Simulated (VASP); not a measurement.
# Sr: single point with revPBE

The system is Sr.

```xyz
2
Lattice="0.0000 5.0863 5.0863 5.0863 0.0000 5.0863 5.0863 5.0863 0.0000" Properties=species:S:1:pos:R:3 pbc="T T T"
Sr    1.2716    1.2716    1.2716
Sr    8.9010    8.9010    8.9010
```

This isn't the form of Sr at room conditions, which is fcc.

| Property | Result |
| --- | --- |
| Program | VASP 6.6.1 |
| Task | single point |
| Functional | revPBE |
| Potentials or basis | VASP PAW PBE potentials, release 64 (Sr_sv) |
| Cutoff | 520 eV |
| k mesh | 7 × 7 × 7 |
| Occupations | fermi-dirac, width 0.1 eV |
| Spin | no spin polarisation |
| Dipole correction | no |
| Further INCAR settings | ALGO = Normal; EDIFF = 1e-06; NBANDS = 17 |

* Pressure: -0.2 GPa
* Band gap on the k mesh: zero (bands 10 and 11 overlap by 0.54 eV)

Levels at points of the mesh, in eV from the Fermi level:
```
           k point  band 7  band 8  band 9  band 10  band 11  band 12  band 13  band 14
(0.00, 0.00, 0.00)  -19.79  -19.79   -2.46     0.58     0.58     0.58     0.90     0.90
```

Wall time 67 s on 1 thread of AMD EPYC 9R45 96-Core Processor (Zen 5) (shared host), peak memory 0.38 GiB.

Caveat: the PAW data sets were made with another functional, which shifts forces and pressure a little.
